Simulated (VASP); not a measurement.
# PbF2 (Fm-3m) in VASP: further runs

The runs below take PbF2 through single point, with PBEsol, PBE.

Program: VASP 6.6.1. These are calculated values, not measurements. Logs are shortened: lines on timing, memory, paths and dates and some standing lists are left out, and cuts for length are marked.

**1. The cell of the first run**

Symmetry: Fm-3m, No. 225, cubic system. Conventional cell: a = 5.998 Å, b = 5.998 Å, c = 5.998 Å, α = 90.00°, β = 90.00°, γ = 90.00°. Pb (site symmetry m-3m) has 8 F at 2.60 Å within 3.4 Å. Within 3.4 Å of F (site symmetry -43m) lie 4 Pb at 2.60 Å and 6 F at 3.00 Å.

**2. Single point, PBEsol, non-collinear spin, zero start, spin-orbit coupling**

Contents of INCAR:

```
SYSTEM = PbF2
PREC = Accurate ; ENCUT = 520
EDIFF = 1E-7 ; ISMEAR = 0
SIGMA = 0.05 ; LREAL = .FALSE.
LASPH = .TRUE. ; NELM = 150
ALGO = Normal ; ISIF = 2
LWAVE = .FALSE. ; LCHARG = .FALSE.
LNONCOLLINEAR = .TRUE. ; MAGMOM = 0 0 0 0 0 0 0 0 0
LORBIT = 11 ; LSORBIT = .TRUE.
GGA_COMPAT = .FALSE. ; LORBMOM = .TRUE.
GGA = PS ; NBANDS = 41
```

Contents of KPOINTS:

```
Automatic mesh
0
G
  8 8 8
  0 0 0
```

Contents of POSCAR:

```
PbF2
1.0
    0.0000000000      2.9989697818      2.9989697818
    2.9989697818      0.0000000000      2.9989697818
    2.9989697818      2.9989697818      0.0000000000
Pb F
1 2
Direct
    0.0000000000      0.0000000000      0.0000000000
    0.2500000000      0.2500000000      0.2500000000
    0.7500000000      0.7500000000      0.7500000000
```

Potentials or basis: VASP PAW PBE potentials, release 64 (Pb_d, F).

Launch:

```bash
cat potpaw_PBE.64/Pb_d/POTCAR potpaw_PBE.64/F/POTCAR > POTCAR
mpirun -np 1 vasp_ncl > vasp.out
```

OUTCAR:

```text
SYSTEM = PbF2
   PREC = Accurate
   ENCUT = 520
   EDIFF = 1E-7
   ISMEAR = 0
   LREAL = .FALSE.
   LASPH = .TRUE.
   NELM = 150
   ISIF = 2
   LNONCOLLINEAR = .TRUE.
   LORBIT = 11
   LSORBIT = .TRUE.
   GGA = PS

 ion  position               nearest neighbor table
   1  0.000  0.000  0.000-   2 2.60   3 2.60   3 2.60   3 2.60   3 2.60   2 2.60   2 2.60   2 2.60

   2  0.250  0.250  0.250-   1 2.60   1 2.60   1 2.60   1 2.60
   3  0.750  0.750  0.750-   1 2.60   1 2.60   1 2.60   1 2.60

  LATTYP: Found a face centered cubic cell.
 ALAT       =     5.9979395636

  Lattice vectors:

 A1 = (   0.0000000000,   2.9989697818,   2.9989697818)
 A2 = (   2.9989697818,   0.0000000000,   2.9989697818)
 A3 = (   2.9989697818,   2.9989697818,   0.0000000000)

Analysis of symmetry for initial positions (statically):
=====================================================================
 Subroutine PRICEL returns:
 Original cell was already a primitive cell.

 Routine SETGRP: Setting up the symmetry group for a
 face centered cubic supercell.

 Subroutine GETGRP returns: Found 48 space group operations
 (whereof 48 operations were pure point group operations)
 out of a pool of 48 trial point group operations.

The static configuration has the point symmetry O_h .

Analysis of symmetry for dynamics (positions and initial velocities):
=====================================================================
 Subroutine PRICEL returns:
 Original cell was already a primitive cell.

 Routine SETGRP: Setting up the symmetry group for a
 face centered cubic supercell.

 Subroutine GETGRP returns: Found 48 space group operations
 (whereof 48 operations were pure point group operations)
 out of a pool of 48 trial point group operations.

The dynamic configuration has the point symmetry O_h .

Analysis of structural, dynamic, and magnetic symmetry:
=====================================================================
 Subroutine PRICEL returns:
 Original cell was already a primitive cell.

 Routine SETGRP: Setting up the symmetry group for a
 face centered cubic supercell.

 Subroutine GETGRP returns: Found 48 space group operations
 (whereof 48 operations were pure point group operations)
 out of a pool of 48 trial point group operations.

The overall configuration has the point symmetry O_h .

 Subroutine INISYM returns: Found 48 space group operations
 (whereof 48 operations are pure point group operations),
 and found     1 'primitive' translations

----------------------------------------------------------------------------------------

                                     Primitive cell

  volume of cell :      53.9444

  direct lattice vectors                    reciprocal lattice vectors
     0.000000000  2.998969782  2.998969782    -0.166723921  0.166723921  0.166723921
     2.998969782  0.000000000  2.998969782     0.166723921 -0.166723921  0.166723921
     2.998969782  2.998969782  0.000000000     0.166723921  0.166723921 -0.166723921

  length of vectors
     4.241183739  4.241183739  4.241183739     0.288774301  0.288774301  0.288774301

  position of ions in fractional coordinates (direct lattice)
     0.000000000  0.000000000  0.000000000
     0.250000000  0.250000000  0.250000000
     0.750000000  0.750000000  0.750000000

  ion indices of the primitive-cell ions
   primitive index   ion index
                 1           1
                 2           2
                 3           3

----------------------------------------------------------------------------------------

 KPOINTS: Automatic mesh

Automatic generation of k-mesh.
 Grid dimensions read from file:
 generate k-points for:    8    8    8

 Generating k-lattice:

  Cartesian coordinates                     Fractional coordinates (reciprocal lattice)
    -0.020840490  0.020840490  0.020840490     0.125000000  0.000000000  0.000000000
     0.020840490 -0.020840490  0.020840490     0.000000000  0.125000000  0.000000000
     0.020840490  0.020840490 -0.020840490     0.000000000  0.000000000  0.125000000

  Length of vectors
     0.036096788  0.036096788  0.036096788

  Shift w.r.t. Gamma in fractional coordinates (k-lattice)
     0.000000000  0.000000000  0.000000000

 Subroutine IBZKPT returns following result:
 ===========================================

 Found     29 irreducible k-points:

 Following reciprocal coordinates:
            Coordinates               Weight
  0.000000  0.000000  0.000000      1.000000
  0.125000  0.000000  0.000000      8.000000
  0.250000  0.000000  0.000000      8.000000
  0.375000  0.000000  0.000000      8.000000
  0.500000  0.000000  0.000000      4.000000
  0.125000  0.125000  0.000000      6.000000
[... 16 lines left out ...]
  0.500000  0.250000  0.125000     48.000000
[... 31 lines left out ...]
   NELECT =      28.0000    total number of electrons
   NUPDOWN=      -1.0000    fix difference up-down
   EMIN   =  10.00;   EMAX   =-10.00  energy-range for DOS
   EFERMI =   0.00;   METHOD = LEGACY
   ISMEAR =     0;   SIGMA  =   0.05  broadening in eV -4-tet -1-fermi 0-gaus
   EFERMI_NEDOS =   21; number of points for ismear=-14 and -15
   IALGO  =     38    algorithm
   IMIX   =      4    mixing-type and parameters
     AMIX     =   0.40;   BMIX     =  1.00
     AMIX_MAG =   1.60;   BMIX_MAG =  1.00
  volume/ion in A,a.u.               =      17.98       121.34
  Fermi-wavevector in a.u.,A,eV,Ry     =   1.315665  2.486247 23.551347  1.730975
  Thomas-Fermi vector in A             =   2.445832
   LORBIT       =     11    0 simple, 1 ext, 2 COOP (PROOUT), +10 PAW based schemes
   GGA     = PS    functional components
   LHFCALC =     F    Hartree Fock is set to
   AEXX    =    0.0000 exact exchange contribution
   IVDW    =     0    specifies the selected vdW correction
   LEPSILON=     F    determine dielectric tensor
   LRPA    =     F    only Hartree local field effects (RPA)
 Gauss-broadening in eV      SIGMA  =   0.05
  energy-cutoff  :      520.00
  volume of cell :       53.94
 maximum number of plane-waves:      2950
   NGX = 15   NGY = 15   NGZ = 15

 number of electron      28.0000030 magnetization       0.0000000      0.0000000      0.0000000

 number of electron      28.0000030 magnetization      -0.0000000     -0.0000000     -0.0000000

 number of electron      28.0000030 magnetization      -0.0000000      0.0000000      0.0000000

 number of electron      28.0000030 magnetization       0.0000000     -0.0000000     -0.0000000

 Free energy of the ion-electron system (eV)
  ---------------------------------------------------
  ext. energy  EPLUGINS =         0.00000000
  ---------------------------------------------------
  free energy    TOTEN  =       -15.18533951 eV

  energy without entropy =      -15.18533951  energy(sigma->0) =      -15.18533951

 E-fermi :   1.5330     XC(G=0):  -9.4768

 val. band max:        1.2937256385   @ k =  -0.2500   0.5000   0.2500
 cond. band min:       5.3293790849   @ k =   0.5000   0.5000   0.0000
 fundamental gap:      4.0356534464
 Fermi energy:         1.5330345376

 k-point     1 :       0.0000    0.0000    0.0000
  band No.  band energies     occupation
      1     -19.4167      1.00000
      2     -19.4167      1.00000
      3     -18.8410      1.00000
      4     -18.8410      1.00000
      5     -14.5194      1.00000
      6     -14.5194      1.00000
[... 1021 lines left out ...]
     39      16.9844      0.00000
     40      16.9844      0.00000

 [... further k-points ...]

 [bands above 40 left out]

------------------------ aborting loop because EDIFF is reached ----------------------------------------

  FORCE on cell =-STRESS in cart. coord.  units (eV):
  Direction    XX          YY          ZZ          XY          YZ          ZX
  --------------------------------------------------------------------------------------
  -------------------------------------------------------------------------------------
  Total       -1.2427177     -1.2427177     -1.2427177      0.0000000      0.0000000     -0.0000000
  in kB      -36.9093840    -36.9093840    -36.9093840      0.0000000      0.0000000     -0.0000000
  external PRESSURE =     -36.9093840 kB  Pullay stress =       0.0000000 kB

 VOLUME and BASIS-vectors are now :
 -----------------------------------------------------------------------------
  energy-cutoff  :      520.00
  volume of cell :       53.94
      direct lattice vectors                 reciprocal lattice vectors
     0.000000000  2.998969782  2.998969782    -0.166723921  0.166723921  0.166723921
     2.998969782  0.000000000  2.998969782     0.166723921 -0.166723921  0.166723921
     2.998969782  2.998969782  0.000000000     0.166723921  0.166723921 -0.166723921

 POSITION                                       TOTAL-FORCE (eV/Angst)
 -----------------------------------------------------------------------------------
      0.00000      0.00000      0.00000         0.000000      0.000000      0.000000
      1.49948      1.49948      1.49948        -0.000000     -0.000000     -0.000000
      4.49845      4.49845      4.49845         0.000000      0.000000      0.000000
 -----------------------------------------------------------------------------------
    total drift:                               -0.000000     -0.000000     -0.000000

  FREE ENERGIE OF THE ION-ELECTRON SYSTEM (eV)
  ---------------------------------------------------
  free  energy   TOTEN  =       -15.1853395077 eV

  energy  without entropy=      -15.1853395077  energy(sigma->0) =      -15.18533951

 orbital moment (x)

 # of ion     p       d       tot
 ----------------------------------------
  1         0.000  -0.000  -0.000
  2        -0.000   0.000  -0.000
  3         0.000   0.000   0.000
 ----------------------------------------
           -0.000  -0.000  -0.000

 orbital moment (y)

 # of ion     p       d       tot
 ----------------------------------------
  1         0.000  -0.000  -0.000
  2        -0.000   0.000  -0.000
  3         0.000   0.000   0.000
 ----------------------------------------
           -0.000  -0.000  -0.000

 orbital moment (z)

 # of ion     p       d       tot
 ----------------------------------------
  1         0.000   0.000   0.000
  2         0.000   0.000   0.000
  3         0.000   0.000   0.000
 ----------------------------------------
            0.000   0.000   0.000

 Spin-Orbit-Coupling matrix elements

 Ion:    1  E_soc:     -0.5636376
 l=   1
     0.0000000    -0.0284280    -0.0284280
    -0.0284280     0.0000000    -0.0284280
    -0.0284280    -0.0284280     0.0000000
 l=   2
     0.0000000    -0.0129864     0.0000000    -0.0129864    -0.0525251
    -0.0129864     0.0000000    -0.0393939    -0.0129864    -0.0131313
     0.0000000    -0.0393939     0.0000000    -0.0393939     0.0000000
    -0.0129864    -0.0129864    -0.0393939     0.0000000    -0.0131313
    -0.0525251    -0.0131313     0.0000000    -0.0131313     0.0000000
 l=   3
     0.0000000     0.0000000     0.0000000     0.0000000     0.0000000     0.0000000     0.0000000
     0.0000000     0.0000000     0.0000000     0.0000000     0.0000000     0.0000000     0.0000000
     0.0000000     0.0000000     0.0000000     0.0000000     0.0000000     0.0000000     0.0000000
     0.0000000     0.0000000     0.0000000     0.0000000     0.0000000     0.0000000     0.0000000
[... 29 lines left out ...]
 l=   2
     0.0000000     0.0000000     0.0000000     0.0000000     0.0000000
     0.0000000     0.0000000     0.0000000     0.0000000     0.0000000
     0.0000000     0.0000000     0.0000000     0.0000000     0.0000000
     0.0000000     0.0000000     0.0000000     0.0000000     0.0000000
     0.0000000     0.0000000     0.0000000     0.0000000     0.0000000
 l=   3
     0.0000000     0.0000000     0.0000000     0.0000000     0.0000000     0.0000000     0.0000000
     0.0000000     0.0000000     0.0000000     0.0000000     0.0000000     0.0000000     0.0000000
     0.0000000     0.0000000     0.0000000     0.0000000     0.0000000     0.0000000     0.0000000
     0.0000000     0.0000000     0.0000000     0.0000000     0.0000000     0.0000000     0.0000000
     0.0000000     0.0000000     0.0000000     0.0000000     0.0000000     0.0000000     0.0000000
     0.0000000     0.0000000     0.0000000     0.0000000     0.0000000     0.0000000     0.0000000
     0.0000000     0.0000000     0.0000000     0.0000000     0.0000000     0.0000000     0.0000000

 total charge

# of ion       s       p       d       tot
------------------------------------------
    1        1.534   0.288   9.862  11.684
    2        1.739   4.299   0.000   6.038
    3        1.739   4.299   0.000   6.038
--------------------------------------------------
tot          5.013   8.886   9.862  23.761

 magnetization (x)

# of ion       s       p       d       tot
------------------------------------------
    1       -0.000   0.000  -0.000  -0.000
    2        0.000   0.000   0.000   0.000
    3       -0.000  -0.000   0.000  -0.000
--------------------------------------------------
tot          0.000   0.000  -0.000   0.000

 magnetization (y)

# of ion       s       p       d       tot
------------------------------------------
    1       -0.000   0.000   0.000  -0.000
    2        0.000  -0.000   0.000  -0.000
    3        0.000   0.000   0.000   0.000
--------------------------------------------------
tot          0.000  -0.000   0.000  -0.000

 magnetization (z)

# of ion       s       p       d       tot
------------------------------------------
    1       -0.000   0.000  -0.000  -0.000
    2       -0.000   0.000   0.000   0.000
    3        0.000   0.000   0.000   0.000
--------------------------------------------------
tot         -0.000   0.000  -0.000   0.000
```

It took 64 s on 1 thread of Intel Xeon 6975P-C (Granite Rapids), shared host; peak memory 0.35 GiB.

Results:

```yaml
Free_energy: -15.1853 eV
Pressure: -3.7 GPa
Net_moment: 0.00 μB per cell
Valence_electrons_inside_the_program's_atomic_spheres: Pb 11.68; F 6.04
```

Moments on the atoms (μB; x, y, z):
```
Pb  0.00 0.00 0.00
F   0.00 0.00 0.00
F   0.00 0.00 0.00
```

Caveat: the cell stands under tension; the PAW data sets were made with another functional, which shifts forces and pressure a little.

**3. Single point, PBE, non-collinear spin, zero start, spin-orbit coupling**

Contents of INCAR:

```
  ALGO = Normal
  EDIFF = 1E-6
  ENCUT = 520
  GGA = PE
  GGA_COMPAT = F
  ISIF = 2
  ISMEAR = 1
  LASPH = T
  LCHARG = F
  LORBIT = 11
  LORBMOM = T
  LREAL = F
  LSORBIT = T
  LWAVE = F
  MAGMOM = 0 0 0 0 0 0 0 0 0
  NBANDS = 41
  NELM = 150
  PREC = Accurate
  SIGMA = 0.05
```

Contents of KPOINTS:

```
k-points
0
Gamma
  8 8 8
```

POSCAR is that of step 2.

Potentials or basis: VASP PAW PBE potentials, release 64 (Pb_d, F).

Launch:

```bash
cat potpaw_PBE.64/Pb_d/POTCAR potpaw_PBE.64/F/POTCAR > POTCAR
mpirun -np 1 vasp_ncl > vasp.out
```

OUTCAR:

```text
EDIFF = 1E-6
   ENCUT = 520
   GGA = PE
   ISIF = 2
   ISMEAR = 1
   LASPH = T
   LORBIT = 11
   LREAL = F
   LSORBIT = T
   NELM = 150
   PREC = Accurate

 ion  position               nearest neighbor table
   1  0.000  0.000  0.000-   2 2.60   3 2.60   3 2.60   3 2.60   3 2.60   2 2.60   2 2.60   2 2.60

   2  0.250  0.250  0.250-   1 2.60   1 2.60   1 2.60   1 2.60
   3  0.750  0.750  0.750-   1 2.60   1 2.60   1 2.60   1 2.60

  LATTYP: Found a face centered cubic cell.
 ALAT       =     5.9979395636

  Lattice vectors:

 A1 = (   0.0000000000,   2.9989697818,   2.9989697818)
 A2 = (   2.9989697818,   0.0000000000,   2.9989697818)
[... 1357 lines left out ...]
     0.0000000     0.0000000     0.0000000     0.0000000     0.0000000     0.0000000     0.0000000
     0.0000000     0.0000000     0.0000000     0.0000000     0.0000000     0.0000000     0.0000000
     0.0000000     0.0000000     0.0000000     0.0000000     0.0000000     0.0000000     0.0000000
     0.0000000     0.0000000     0.0000000     0.0000000     0.0000000     0.0000000     0.0000000
     0.0000000     0.0000000     0.0000000     0.0000000     0.0000000     0.0000000     0.0000000

 total charge

# of ion       s       p       d       tot
------------------------------------------
    1        1.549   0.282   9.865  11.695
    2        1.742   4.317   0.000   6.058
    3        1.742   4.317   0.000   6.058
--------------------------------------------------
tot          5.032   8.915   9.865  23.812

 magnetization (x)

# of ion       s       p       d       tot
------------------------------------------
    1        0.000   0.000   0.000   0.000
    2        0.000  -0.000   0.000  -0.000
    3        0.000  -0.000   0.000  -0.000
--------------------------------------------------
tot          0.000  -0.000   0.000  -0.000

 magnetization (y)

# of ion       s       p       d       tot
------------------------------------------
    1        0.000   0.000   0.000   0.000
    2        0.000   0.000   0.000   0.000
    3       -0.000   0.000   0.000  -0.000
--------------------------------------------------
tot         -0.000   0.000   0.000  -0.000

 magnetization (z)

# of ion       s       p       d       tot
------------------------------------------
    1        0.000  -0.000   0.000  -0.000
    2        0.000  -0.000   0.000  -0.000
    3        0.000  -0.000   0.000  -0.000
--------------------------------------------------
tot          0.000  -0.000   0.000  -0.000
```

OSZICAR:

```text
N       E                     dE             d eps       ncg     rms          rms(c)
DAV:   1     0.364996647778E+03    0.36500E+03   -0.13728E+04  2378   0.157E+03
DAV:   2     0.346052599405E+02   -0.33039E+03   -0.30736E+03  2530   0.456E+02
DAV:   3    -0.142511084984E+02   -0.48856E+02   -0.47597E+02  2737   0.193E+02
DAV:   4    -0.165156884654E+02   -0.22646E+01   -0.22578E+01  2909   0.449E+01
DAV:   5    -0.165920911541E+02   -0.76403E-01   -0.76384E-01  3243   0.832E+00    0.801E+00
DAV:   6    -0.146258032294E+02    0.19663E+01   -0.58923E+00  3457   0.240E+01    0.271E+00
DAV:   7    -0.146290754882E+02   -0.32723E-02   -0.54470E-01  2587   0.460E+00    0.159E+00
DAV:   8    -0.146268129493E+02    0.22625E-02   -0.12057E-01  2601   0.381E+00    0.599E-01
DAV:   9    -0.146225081374E+02    0.43048E-02   -0.18463E-02  3329   0.124E+00    0.108E-01
DAV:  10    -0.146235771141E+02   -0.10690E-02   -0.12893E-03  2747   0.394E-01    0.725E-02
DAV:  11    -0.146237152975E+02   -0.13818E-03   -0.13396E-04  2658   0.106E-01    0.181E-02
DAV:  12    -0.146237148732E+02    0.42429E-06   -0.17601E-05  3294   0.568E-02    0.817E-03
DAV:  13    -0.146237197327E+02   -0.48595E-05   -0.12202E-05  2577   0.381E-02    0.563E-03
DAV:  14    -0.146237191952E+02    0.53753E-06   -0.20348E-06  2861   0.226E-02
   1 F= -.14623719E+02 E0= -.14624117E+02  d E =0.119347E-02  mag=    -0.0000    -0.0000    -0.0000
```

stdout:

```text
POSCAR found type information on POSCAR PbF
 POSCAR found :  2 types and       3 ions
 scaLAPACK will be used
 LDA part: xc-table for (Slater+PW92), standard interpolation
 POSCAR, INCAR and KPOINTS ok, starting setup
 FFT: planning ... GRIDC
 FFT: planning ... GRID_SOFT
 FFT: planning ... GRID
 WAVECAR not read
 entering main loop
```

Wall time 68 s (1 thread of Intel Xeon 6975P-C (Granite Rapids), shared host); peak memory 0.33 GiB.

What came out:

```yaml
Free_energy: -14.6237 eV
Pressure: -0.2 GPa
Net_moment: 0.00 μB per cell
Valence_electrons_inside_the_program's_atomic_spheres: Pb 11.70; F 6.06
```

Moments on the atoms (μB; x, y, z):
```
Pb  0.00 0.00 0.00
F   0.00 0.00 0.00
F   0.00 0.00 0.00
```
